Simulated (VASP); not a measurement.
Here is a VASP 6.6.1 calculation.

Contents of INCAR:

```
SYSTEM = As
  PREC = Accurate
  ENCUT = 520
  EDIFF = 1E-7
  ISMEAR = 0
  SIGMA = 0.05
  LREAL = .False.
  LASPH = .True.
  NELM = 60
  ALGO = Normal
  ISIF = 2
  LWAVE = .False.
  LCHARG = .False.
  LDIPOL = .True.
  IDIPOL = 3
  DIPOL = 0.5 0.5 0.376
  GGA = PE
  IVDW = 12
  NBANDS = 18
```

File KPOINTS:

```
Automatic mesh
0
Gamma
  9 9 1
  0 0 0
```

Contents of POSCAR:

```
As
1.0
    3.5716242980      0.0000000000      0.0000000000
   -1.7858121490      3.0931173748      0.0000000000
    0.0000000000      0.0000000000     20.2951239168
As
4
Direct
    0.3333333333      0.6666666666      0.2217281362
    0.6666666667      0.3333333334      0.2905816012
    1.0000000000      0.5000000000      0.4610005888
    1.3333333333      0.1666666666      0.5298534856
```

Potentials or basis: VASP PAW PBE potentials, release 64 (As).

Launch:

```sh
$ cat potpaw_PBE.64/As/POTCAR > POTCAR
$ mpirun -np 1 vasp_std > vasp.out
```

Question: What does it give for the dispersion energy per atom?

Answer: -0.266 eV.

Question: Estimate the band gap on the k mesh.

Answer: 1.07 eV, indirect (least direct gap 1.61 eV).

Forces in eV/Å, atoms in the order of the input:
```
As  -0.026 -0.015 -0.091
As  -0.036 -0.021  0.091
As   0.036  0.021 -0.091
As   0.026  0.015  0.091
```
